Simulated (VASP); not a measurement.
Input of a VASP 6.6.1 run:

Contents of INCAR:

```
SYSTEM = La
PREC = Accurate
ENCUT = 520
EDIFF = 1E-6
ISMEAR = -1
SIGMA = 0.05
LREAL = .False.
LASPH = .True.
NELM = 100
ALGO = Normal
ISIF = 2
LWAVE = .False.
LCHARG = .False.
GGA = PE
NBANDS = 18
```

File KPOINTS:

```
Automatic mesh
0
Gamma
  7 7 4
  0 0 0
```

File POSCAR:

```
La
1.0
    3.7500000000      0.0000000000      0.0000000000
   -1.8750000000      3.2475952642      0.0000000000
    0.0000000000      0.0000000000      6.1307000000
La
2
Direct
    0.6666666667      0.3333333333      0.7500000000
    0.3333333333      0.6666666667      0.2500000000
```

Potentials or basis: VASP PAW PBE potentials, release 64 (La).

Command:

```sh
$ cat potpaw_PBE.64/La/POTCAR > POTCAR
$ mpirun -np 1 vasp_std > vasp.out
```

Question: What does it give for the pressure?

Answer: 0.4 GPa.

Question: Estimate the band gap on the k mesh.

Answer: Zero (band 11 reaches 8.88 eV, above the bottom of band 12 at 7.46 eV).

Stress tensor (GPa, compression positive):
```
0.23 0.00 0.00
0.00 0.23 0.00
0.00 0.00 0.84
```

Caveat: spin-orbit coupling is left out, which moves the levels of the heavy elements.
